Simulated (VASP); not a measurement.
A run of VASP 6.6.1:

Contents of POSCAR:

```
P
1.0
    4.4865501003      0.0000000000      0.0000000000
    0.0000000000      4.4865501003      0.0000000000
    0.0000000000      0.0000000000      4.1591000000
P
1
Direct
    0.0000000000      0.0000000000      0.0000000000
```

INCAR.step1

```
PREC = Accurate
ENCUT = 520
ISMEAR = 0
SIGMA = 0.15
LREAL = False
LASPH = True
NELM = 100
NBANDS = 8
GGA = PE
ALGO = Normal
EDIFF = 1E-4
LWAVE = True
LCHARG = False
```

File INCAR.step2:

```
PREC = Accurate
ENCUT = 520
EDIFF = 1E-6
ISMEAR = 0
SIGMA = 0.15
LREAL = False
LASPH = True
NELM = 100
ALGO = Normal
ISIF = 2
LWAVE = False
LCHARG = False
METAGGA = R2SCAN
LMIXTAU = True
NBANDS = 8
ISTART = 1
```

KPOINTS

```
Automatic mesh
0
Gamma
  12 12 12
```

Potentials or basis: VASP PAW PBE potentials, release 64 (P).

Command:

```bash
$ cat potpaw_PBE.64/P/POTCAR > POTCAR
$ cp INCAR.step1 INCAR
$ mpirun -np 1 vasp_std > vasp.out
$ cp INCAR.step2 INCAR
$ mpirun -np 1 vasp_std > vasp.out
```

Hardware: 1 thread of AMD EPYC 9R45 96-Core Processor (Zen 5) (shared host).

Q: How long does it take, and how much memory?

A: It took 3.7 min on 1 thread of AMD EPYC 9R45 96-Core Processor (Zen 5), with other jobs on the host, peak memory 0.24 GiB. Counts: k points 196.
